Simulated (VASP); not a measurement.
Ga: single point with LDA

The system is Ga.

```
CELL_PARAMETERS angstrom
2.21789 -3.74191 0.00000
2.21789 3.74191 0.00000
0.00000 0.00000 4.42496
ATOMIC_POSITIONS crystal
Ga 0.84436 0.15564 0.08594
Ga 0.65564 0.34436 0.58594
Ga 0.15564 0.84436 0.91406
Ga 0.34436 0.65564 0.41406
```

```yaml
Program: VASP 6.6.1
Task: single point
Functional: LDA
Potentials_or_basis: VASP PAW LDA potentials, release 64 (Ga_d)
Cutoff: 520 eV
k_mesh: 2 × 2 × 2
Occupations: fermi-dirac, width 0.1 eV
Spin: no spin polarisation
```

```yaml
Pressure: 3.6 GPa
Largest_force: 0.821 eV/Å
Band_gap_on_the_k_mesh: zero (band 26 reaches 5.40 eV, above the bottom of band 27 at 4.42 eV)
```

Forces on the atoms (eV/Å):
```
Ga   0.000  0.787  0.233
Ga   0.000 -0.787  0.233
Ga   0.000 -0.787 -0.233
Ga   0.000  0.787 -0.233
```

Stress tensor (GPa, compression positive):
```
10.08  0.00  0.00
 0.00 -1.10  0.00
 0.00  0.00  1.79
```

Levels at points of the mesh, in eV from the Fermi level:
```csv
k point,band 23,band 24,band 25,band 26,band 27,band 28,band 29,band 30
"(0.00, 0.00, 0.00)",-3.79,-1.73,-1.57,-0.78,0.90,0.99,1.13,5.51
"(0.50, 0.00, 0.00)",-3.49,-3.49,-1.37,-1.37,0.90,0.90,4.37,4.37
"(0.50, 0.50, 0.00)",-4.18,-3.45,-1.55,-1.46,1.13,1.18,3.63,4.04
"(0.00, 0.00, 0.50)",0.04,0.04,0.05,0.05,0.13,0.13,2.21,2.21
"(0.50, 0.00, 0.50)",-6.41,-6.41,-1.60,-1.60,0.56,0.56,7.55,7.55
"(0.50, 0.50, 0.50)",-5.59,-5.59,-1.32,-1.32,-0.93,-0.93,7.13,7.13
```

It took 12 s on 1 thread of Intel(R) Xeon(R) Platinum 8259CL CPU @ 2.50GHz (Skylake/Cascade Lake), with other jobs on the host, peak memory 0.15 GiB.

Caveat: the k points lie up to 0.82 Å⁻¹ apart.
